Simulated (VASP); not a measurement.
A run of VASP 6.6.1:

Contents of INCAR:

```
PREC = Accurate ; ENCUT = 520
EDIFF = 1E-6 ; ISMEAR = 0
SIGMA = 0.02 ; LREAL = Auto
LASPH = T ; NELM = 80
ALGO = Normal ; ISIF = 2
LWAVE = F ; LCHARG = F
GGA = PE ; NELECT = 144.0
NBANDS = 86
```

Contents of KPOINTS:

```
Automatic mesh
0
Gamma
  3 3 3
```

Contents of POSCAR:

```
Ga8HN8
1.0
    0.0000000000      4.5484769755     -4.5484769755
    4.5484769755      4.5484769755      0.0000000000
    4.5484769755      0.0000000000     -4.5484769755
Ga N H
8 8 1
Direct
    0.0336170768      0.0144757246      0.4763298818
   -0.0073748862      0.5033639859      0.5000371580
    0.4957008713     -0.0093684106      0.4982096232
    0.4876124496      0.5044442376      0.5043479416
   -0.0030327734     -0.0016213119      1.0027032179
   -0.0073749961      0.5033638759      1.0047262028
    0.4957007614     -0.0093685205      1.0162103765
    0.4897685559      0.4934658375      1.0087589812
    0.1272439111      0.1308009259      0.1147432432
    0.1173692871      0.6260949578      0.1286440501
    0.6231052757      0.1198836452      0.1288818220
    0.6169539859      0.6133077105      0.1371098509
    0.1272440210      0.1308008160      0.6279643748
    0.1124199381      0.6329829777      0.6276748273
    0.6493960541      0.0704193957      0.6404684504
    0.6169540959      0.6133076005      0.6333809131
    0.7682657335      0.8743704808      0.6790580708
```

Potentials or basis: VASP PAW PBE potentials, release 64 (Ga_d, N, H).

The run is started by

```bash
$ cat potpaw_PBE.64/Ga_d/POTCAR potpaw_PBE.64/N/POTCAR potpaw_PBE.64/H/POTCAR > POTCAR
$ mpirun -np 1 vasp_std > vasp.out
```

Hardware: 1 thread of Intel(R) Xeon(R) 6975P-C (Granite Rapids), with other jobs on the host.

**Question.** How long does it take, and how much memory?

**Answer.** Run time: 4 min on 1 thread of Intel(R) Xeon(R) 6975P-C (Granite Rapids), on a shared host, peak memory 0.37 GiB. Counts: scf iterations 18, k points 10.
